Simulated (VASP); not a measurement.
Wanted: the native input for a VASP 6.6.1 run.

- Task: single point
- Functional: PBE
- Potentials or basis: VASP PAW PBE potentials, release 64 (Rh_pv)
- Cutoff: 520 eV
- k mesh: 4 × 4 × 2
- Occupations: gaussian, width 0.1 eV
- Spin: no spin polarisation
- Dipole correction: no
- Further INCAR settings: ALGO = Fast; EDIFF = 1e-06; NBANDS = 22

The structure of Rh lies in POSCAR:

```
Rh
1.0
    2.7309790422      0.0000000000      0.0000000000
   -1.3654895211      2.3650972278      0.0000000000
    0.0000000000      0.0000000000      4.4284890000
Rh
2
Direct
    0.6666666667      0.3333333333      0.7500000000
    0.3333333333      0.6666666667      0.2500000000
```

One way to write it, as run:

INCAR

```
PREC = Accurate
ENCUT = 520
EDIFF = 1E-6
ISMEAR = 0
SIGMA = 0.1
LREAL = F
LASPH = T
NELM = 60
ALGO = Fast
ISIF = 2
LWAVE = F
LCHARG = F
GGA = PE
NBANDS = 22
```

KPOINTS

```
regular mesh
0
Gamma
  4 4 2
```

Potentials or basis: VASP PAW PBE potentials, release 64 (Rh_pv).

The run is started by

```bash
$ cat potpaw_PBE.64/Rh_pv/POTCAR > POTCAR
$ mpirun -np 1 vasp_std > vasp.out
```

Results of the run:

```json
{
 "Pressure": "-5.7 GPa",
 "Band gap on the k mesh": "zero (band 15 reaches 11.90 eV, above the bottom of band 16 at 10.26 eV)"
}
```

Caveat: the k points lie up to 0.71 Å⁻¹ apart.

Wall time 4.3 s on 1 thread of AMD EPYC 9R45 (Zen 5), with other jobs on the host, peak memory 0.1 GiB.
